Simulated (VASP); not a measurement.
# VN2 (I4/mcm) in VASP: further runs, part 3 of 3

VASP 6.6.1. The steps go on from the part before.

## (5) Single point, PBEsol

Contents of INCAR:

```
SYSTEM = VN2
PREC     = Accurate       ! precision mode
ENCUT    = 520            ! plane-wave cutoff, eV
EDIFF    = 1E-7           ! SCF threshold, eV
ISMEAR   = -5             ! smearing method
SIGMA    = 0.1            ! smearing width, eV
LREAL    = .FALSE.        ! projectors in reciprocal space
LASPH    = .TRUE.         ! aspherical terms in the spheres
NELM     = 100            ! most SCF steps
ALGO     = Normal         ! electronic algorithm
ISIF     = 2              ! what is computed and relaxed
LWAVE    = .FALSE.        ! write WAVECAR
LCHARG   = .FALSE.        ! write CHGCAR
GGA      = PS             ! functional
NBANDS   = 32             ! bands
```

Contents of KPOINTS:

```
Automatic mesh
0
G
  12 12 12
  0 0 0
```

Contents of POSCAR:

```
VN2
1.0
   -2.1507500000      2.1507500000      2.4913500000
    2.1507500000     -2.1507500000      2.4913500000
    2.1507500000      2.1507500000     -2.4913500000
V N
2 4
Direct
    0.2500000000      0.2500000000      0.0000000000
    0.7500000000      0.7500000000      0.0000000000
    0.1151000000      0.6151000000      0.7302000000
    0.6151000000      0.8849000000      0.5000000000
    0.8849000000      0.3849000000      0.2698000000
    0.3849000000      0.1151000000      0.5000000000
```

Potentials or basis: VASP PAW PBE potentials, release 64 (V_sv, N).

Started as:

```
cat potpaw_PBE.64/V_sv/POTCAR potpaw_PBE.64/N/POTCAR > POTCAR
mpirun -np 1 vasp_std > vasp.out
```

OUTCAR:

```text
SYSTEM = VN2
   PREC = Accurate
   ENCUT = 520
   EDIFF = 1E-7
   ISMEAR = -5
   LREAL = .FALSE.
   LASPH = .TRUE.
   NELM = 100
   ISIF = 2
   GGA = PS

 ion  position               nearest neighbor table
   1  0.250  0.250  0.000-   5 2.13   3 2.13   4 2.13   6 2.13   6 2.13   3 2.13   4 2.13   5 2.13
                             2 2.49   2 2.49
   2  0.750  0.750  0.000-   5 2.13   3 2.13   4 2.13   6 2.13   4 2.13   6 2.13   3 2.13   5 2.13
                             1 2.49   1 2.49
   3  0.115  0.615  0.730-   5 1.40   1 2.13   1 2.13   2 2.13   2 2.13
   4  0.615  0.885  0.500-   6 1.40   2 2.13   1 2.13   2 2.13   1 2.13
   5  0.885  0.385  0.270-   3 1.40   2 2.13   1 2.13   2 2.13   1 2.13
   6  0.385  0.115  0.500-   4 1.40   1 2.13   2 2.13   1 2.13   2 2.13

  LATTYP: Found a body centered tetragonal cell.
 ALAT       =     4.3015000000
 C/A-ratio  =     1.1583633616

  Lattice vectors:

 A1 = (  -2.1507500000,   2.1507500000,   2.4913500000)
 A2 = (   2.1507500000,  -2.1507500000,   2.4913500000)
 A3 = (   2.1507500000,   2.1507500000,  -2.4913500000)

Analysis of symmetry for initial positions (statically):
=====================================================================
 Subroutine PRICEL returns:
 Original cell was already a primitive cell.

 Routine SETGRP: Setting up the symmetry group for a
 body centered tetragonal supercell.

 Subroutine GETGRP returns: Found 16 space group operations
 (whereof  8 operations were pure point group operations)
 out of a pool of 16 trial point group operations.

The static configuration has the point symmetry C_4h.
 The point group associated with its full space group is D_4h.

Analysis of symmetry for dynamics (positions and initial velocities):
=====================================================================
 Subroutine PRICEL returns:
 Original cell was already a primitive cell.

[... 140 lines left out ...]
  Fermi-wavevector in a.u.,A,eV,Ry     =   1.635947  3.091492 36.413581  2.676323
  Thomas-Fermi vector in A             =   2.727335
   LORBIT       =      0    0 simple, 1 ext, 2 COOP (PROOUT), +10 PAW based schemes
   GGA     = PS    functional components
   LHFCALC =     F    Hartree Fock is set to
   AEXX    =    0.0000 exact exchange contribution
   IVDW    =     0    specifies the selected vdW correction
   LEPSILON=     F    determine dielectric tensor
   LRPA    =     F    only Hartree local field effects (RPA)
 non-spin polarized calculation
 Fermi weights with tetrahedron method with Bloechl corrections
  energy-cutoff  :      520.00
  volume of cell :       46.10
 maximum number of plane-waves:      1268
 NGX is ok and might be reduce to    30
   NGX = 15   NGY = 15   NGZ = 15

 number of electron      46.0000009 magnetization

 Free energy of the ion-electron system (eV)
  ---------------------------------------------------
  ext. energy  EPLUGINS =         0.00000000
  ---------------------------------------------------
  free energy    TOTEN  =       -56.93076701 eV

  energy without entropy =      -56.93076701  energy(sigma->0) =      -56.93076701

 E-fermi :  11.3450     XC(G=0): -13.8845

 val. band max:       11.4483492564   @ k =   0.2500   0.2500   0.2500
 cond. band min:      11.3140106469   @ k =   0.5000   0.5000   0.3333
 fundamental gap:     -0.1343386095
 Fermi energy:        11.3449899161

 k-point     1 :       0.0000    0.0000    0.0000
  band No.  band energies     occupation
      1     -54.0109      2.00000
      2     -53.8459      2.00000
      3     -28.2025      2.00000
      4     -27.9826      2.00000
      5     -27.9826      2.00000
      6     -27.9719      2.00000
[... 829 lines left out ...]
     31      14.3543      0.00000
     32      15.0414      0.00000

 [... further k-points ...]

------------------------ aborting loop because EDIFF is reached ----------------------------------------

  FORCE on cell =-STRESS in cart. coord.  units (eV):
  Direction    XX          YY          ZZ          XY          YZ          ZX
  --------------------------------------------------------------------------------------
  -------------------------------------------------------------------------------------
  Total       -3.0473369     -3.0473369     -3.4098880      0.0000000      0.0000000      0.0000000
  in kB     -105.9147523   -105.9147523   -118.5157570      0.0000000      0.0000000      0.0000000
  external PRESSURE =    -110.1150872 kB  Pullay stress =       0.0000000 kB

 VOLUME and BASIS-vectors are now :
 -----------------------------------------------------------------------------
  energy-cutoff  :      520.00
  volume of cell :       46.10
      direct lattice vectors                 reciprocal lattice vectors
    -2.150750000  2.150750000  2.491350000     0.000000000  0.232477043  0.200694403
     2.150750000 -2.150750000  2.491350000     0.232477043  0.000000000  0.200694403
     2.150750000  2.150750000 -2.491350000     0.232477043  0.232477043  0.000000000

 POSITION                                       TOTAL-FORCE (eV/Angst)
 -----------------------------------------------------------------------------------
      0.00000      0.00000      1.24568        -0.000000     -0.000000     -0.000000
      0.00000      0.00000      3.73703        -0.000000     -0.000000     -0.000000
      2.64585      0.49510      0.00000        -0.288426     -0.288426      0.000000
      1.65565      0.49510      2.49135         0.288426     -0.288426     -0.000000
     -0.49510      1.65565      2.49135         0.288426      0.288426      0.000000
      0.49510      1.65565      0.00000        -0.288426      0.288426     -0.000000
 -----------------------------------------------------------------------------------
    total drift:                                0.000000      0.000000     -0.000000

  FREE ENERGIE OF THE ION-ELECTRON SYSTEM (eV)
  ---------------------------------------------------
  free  energy   TOTEN  =       -56.9307670089 eV

  energy  without entropy=      -56.9307670089  energy(sigma->0) =      -56.93076701
```

Wall time 9.2 min (1 thread of Intel Xeon 8259CL, shared host); peak memory 0.29 GiB.

What came out:

```
Free energy            : -56.9308 eV
Pressure               : -11.0 GPa
Largest force          : 0.408 eV/Å
Band gap on the k mesh : zero (bands 23 and 24 overlap by 0.36 eV)
```

Forces in eV/Å, atoms in the order of the input:
```
V    0.000  0.000  0.000
V    0.000  0.000  0.000
N   -0.288 -0.288  0.000
N    0.288 -0.288  0.000
N    0.288  0.288  0.000
N   -0.288  0.288  0.000
```

Levels at points of the mesh, in eV from the Fermi level:
```
           k point  band 19  band 20  band 21  band 22  band 23  band 24  band 25  band 26  band 27  band 28
(0.00, 0.00, 0.00)    -3.35    -2.91    -2.65    -2.64    -2.64     0.75     0.91     0.91     1.34     1.97
(0.50, 0.00, 0.00)    -3.40    -3.40    -3.19    -3.19     0.19     0.19     0.74     0.74     1.05     1.05
(0.50, 0.50, 0.00)    -4.93    -4.62    -2.79    -2.58    -1.38     0.00     0.79     1.11     1.86     2.20
(0.50, 0.50, 0.50)    -4.70    -2.15    -2.15    -0.27    -0.13    -0.11    -0.09     0.03     1.95     1.95
```

Caveat: the cell stands under tension; the PAW data sets were made with another functional, which shifts forces and pressure a little; the run has no spin polarisation, though such a crystal can be magnetic; tetrahedron occupations give inexact forces and stress in metals. With open d or f shells a metallic result of PBEsol can be an artefact of self-interaction; +U or a hybrid may open a gap.

## (6) Single point, PBEsol

Contents of INCAR:

```
SYSTEM = VN2
  PREC = Accurate
  ENCUT = 520
  EDIFF = 1E-6
  ISMEAR = 0
  SIGMA = 0.1
  LREAL = .FALSE.
  LASPH = .TRUE.
  NELM = 100
  ALGO = Normal
  ISIF = 2
  LWAVE = .FALSE.
  LCHARG = .TRUE.
  GGA = PS
  LELF = .TRUE.
  LVHAR = .TRUE.
  NBANDS = 32
```

Contents of KPOINTS:

```
regular mesh
0
G
  14 14 14
  0 0 0
```

POSCAR is that of step 5.

Potentials or basis: VASP PAW PBE potentials, release 64 (V_sv, N).

Started as:

```
cat potpaw_PBE.64/V_sv/POTCAR potpaw_PBE.64/N/POTCAR > POTCAR
mpirun -np 1 vasp_std > vasp.out
```

Wall time 12 min (1 thread of Intel Xeon 8259CL, shared host); peak memory 0.35 GiB.

It converged, with:

* Free energy: -56.9372 eV
* Pressure: -10.9 GPa
* Largest force: 0.379 eV/Å
* Band gap on the k mesh: zero (bands 23 and 24 overlap by 0.38 eV)

Forces in eV/Å, atoms in the order of the input:
```
V    0.000  0.000  0.000
V    0.000  0.000  0.000
N   -0.268 -0.268  0.000
N    0.268 -0.268  0.000
N    0.268  0.268  0.000
N   -0.268  0.268  0.000
```

Stress tensor (GPa, compression positive):
```
-10.60   0.00   0.00
  0.00 -10.60   0.00
  0.00   0.00 -11.47
```

Levels at points of the mesh, in eV from the Fermi level:
| k point | band 21 | band 22 | band 23 | band 24 | band 25 | band 26 |
| --- | --- | --- | --- | --- | --- | --- |
| (0.00, 0.00, 0.00) | -2.65 | -2.65 | -2.65 | 0.76 | 0.90 | 0.90 |
| (0.50, 0.00, 0.00) | -3.20 | -3.20 | 0.17 | 0.17 | 0.73 | 0.73 |
| (0.50, 0.50, 0.00) | -2.79 | -2.59 | -1.39 | 0.00 | 0.78 | 1.11 |
| (0.50, 0.50, 0.50) | -2.16 | -0.27 | -0.15 | -0.11 | -0.09 | 0.03 |

Caveat: the cell stands under tension; the PAW data sets were made with another functional, which shifts forces and pressure a little; the run has no spin polarisation, though such a crystal can be magnetic.

## (7) Relaxation of cell and atoms, PBE

Contents of INCAR:

```
ALGO = Normal
EDIFF = 1E-6
EDIFFG = -0.01
ENCUT = 600
GGA = PE
IBRION = 2
ISIF = 3
ISMEAR = 0
LASPH = True
LCHARG = False
LREAL = False
LWAVE = False
NELM = 60
NSW = 80
PREC = Accurate
SIGMA = 0.1
```

Contents of KPOINTS:

```
k-points
0
Gamma
  12 12 12
```

POSCAR is that of step 6.

Started as:

```
cat potpaw_PBE.64/V_sv/POTCAR potpaw_PBE.64/N/POTCAR > POTCAR
mpirun -np 1 vasp_std > vasp.out
```

Run time: 5.9 min. Hardware: 1 thread of Intel Xeon 6975P-C (Granite Rapids), shared host; peak memory 0.34 GiB.

The run converged. Its results:

- Free energy: -53.3622 eV
- Relaxed volume: 7.69 Å³/atom
- Relaxed cell: a = 3.931 Å, b = 3.931 Å, c = 3.931 Å, α = 113.55°, β = 113.55°, γ = 101.59°
- Space group after relaxing (to 0.1 Å): I4/mcm (No. 140)
- Energy gained by relaxing: 1.1 meV/atom
- Ionic steps: 6
- Pressure after relaxing: 0.0 GPa
- Band gap on the k mesh: zero (bands 23 and 24 overlap by 0.39 eV)

Step by step:
```tsv
step	energy change (eV)	largest force (eV/Å)	pressure (GPa)	volume (Å³)
1	0.0000	0.3666	-0.52	46.10
2	0.0041	0.5098	2.57	45.93
3	-0.0062	0.0002	0.79	46.02
4	-0.0065	0.0090	-0.69	46.24
5	-0.0067	0.0059	-0.13	46.15
6	-0.0068	0.0015	0.00	46.13
```

Final structure:
```
V N
1.0
    -2.15422    2.15422    2.48494
     2.15422   -2.15422    2.48494
     2.15422    2.15422   -2.48494
V N
2 4
Direct
  0.25000 0.25000 0.00000
  0.75000 0.75000 0.00000
  0.11372 0.61372 0.72744
  0.61372 0.88628 0.50000
  0.88628 0.38628 0.27256
  0.38628 0.11372 0.50000
```

Levels at points of the mesh, in eV from the Fermi level:
```
           k point  band 20  band 21  band 22  band 23  band 24  band 25  band 26  band 27
(0.00, 0.00, 0.00)    -2.92    -2.65    -2.55    -2.55     0.75     0.95     0.95     1.29
(0.50, 0.00, 0.00)    -3.35    -3.11    -3.11     0.15     0.15     0.73     0.73     1.03
(0.50, 0.50, 0.00)    -4.61    -2.75    -2.60    -1.32     0.00     0.83     1.10     1.82
(0.50, 0.50, 0.50)    -2.05    -2.05    -0.25    -0.19    -0.15    -0.05     0.02     1.86
```

Caveat: the run has no spin polarisation, though such a crystal can be magnetic.

## (8) The runs side by side

```csv
task,level,cell,k mesh,cutoff (eV),smearing,gap on the mesh (eV),pressure (GPa),largest force (eV/Å)
single point,PBEsol,as given,12 × 12 × 12,520,methfessel-paxton 0.3 eV,none,-10.9,0.37
single point,PBEsol,as given,12 × 12 × 12,520,methfessel-paxton 0.01 eV,none,-10.9,0.39
single point,PBEsol,as given,12 × 12 × 12,520,tetrahedron,none,-11.0,0.41
single point,PBEsol,as given,14 × 14 × 14,520,gaussian 0.1 eV,none,-10.9,0.38
relaxation of cell and atoms,PBE,relaxed,12 × 12 × 12,600,gaussian 0.1 eV,none,0.0,-
```

Alike in all rows: potentials or basis VASP PAW PBE potentials, release 64 (V_sv, N); no spin polarisation.

Caveats: the run has no spin polarisation, though such a crystal can be magnetic; the cell stands under tension (at least some runs); the PAW data sets were made with another functional, which shifts forces and pressure a little (at least some runs); tetrahedron occupations give inexact forces and stress in metals (at least some runs).

Total energies depend on the potentials used, so only differences within one code and one set of settings carry meaning.
